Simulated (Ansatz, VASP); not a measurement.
**One calculation of MgO, two programs**

The input POSCAR:

```
MgO
1.0
    0.0000000000      2.1108892239      2.1108892239
    2.1108892239      0.0000000000      2.1108892239
    2.1108892239      2.1108892239      0.0000000000
Mg O
1 1
Direct
    0.0000000000      0.0000000000      0.0000000000
    0.5000000000      0.5000000000      0.5000000000
```

The input INCAR.step1:

```
SYSTEM = MgO
PREC = Accurate
ENCUT = 750
ISMEAR = -1
SIGMA = 0.05
LREAL = .False.
LASPH = .True.
NELM = 120
NBANDS = 15
GGA = PE
ALGO = Normal
EDIFF = 1E-5
LWAVE = .True.
LCHARG = .False.
GGA_COMPAT = .False.
```

INCAR.step2

```
SYSTEM = MgO
PREC = Accurate
ENCUT = 750
EDIFF = 1E-6
ISMEAR = -1
SIGMA = 0.05
LREAL = .False.
LASPH = .True.
NELM = 120
ALGO = Normal
ISIF = 2
LWAVE = .False.
LCHARG = .False.
METAGGA = R2SCAN
LMIXTAU = .True.
NBANDS = 15
ISTART = 1
GGA_COMPAT = .False.
```

The input KPOINTS:

```
regular mesh
0
Gamma
  11 11 11
  0 0 0
```

File input.yaml:

```yaml
crystal:
  lattice:
    - [0.0, 2.1108892239, 2.1108892239]
    - [2.1108892239, 0.0, 2.1108892239]
    - [2.1108892239, 2.1108892239, 0.0]
  atoms:
    - { symbol: Mg, position: [0.0, 0.0, 0.0] }
    - { symbol: O, position: [0.5, 0.5, 0.5] }
hamiltonian:
  xc: r2scan
  pseudopotentials: { kind: paw }
kpoints:
  mp_grid: { grid: [11, 11, 11] }
scf:
  occupations: { method: fermi_dirac, width: 0.05 }
output:
  forces: true
  stress: true
  eigenvalues: true
```

Alike in both runs: task single point; functional r2SCAN; k mesh 11 × 11 × 11; occupations fermi-dirac, width 0.05 eV; no spin polarisation.

|  | VASP | Ansatz |
| --- | --- | --- |
| version | VASP 6.6.1 | Ansatz 0.2.0 |
| potentials or method | VASP PAW PBE potentials, release 64 (Mg_sv, O) | Ansatz PAW |
| plane-wave cutoff (eV) | 750 | 500 |
| valence electrons in the cell | 16 | 16 |

VASP gave:

| Quantity | Value |
| --- | --- |
| gap on the k mesh at the Fermi level (eV) | 5.58 |
| least direct gap on the mesh (eV) | 5.58 |
| pressure (GPa) | -2.0 |

Task: What did Ansatz give for the same quantities?

Result: gap on the k mesh at the Fermi level (eV): 5.56; least direct gap on the mesh (eV): 5.56; pressure (GPa): -2.0.

VASP's potentials were made for PBE, not for r2SCAN.

Noted on Ansatz's run: odd divisions of the mesh miss points on the zone boundary, where band edges often lie, so the gap on the mesh can be too wide.
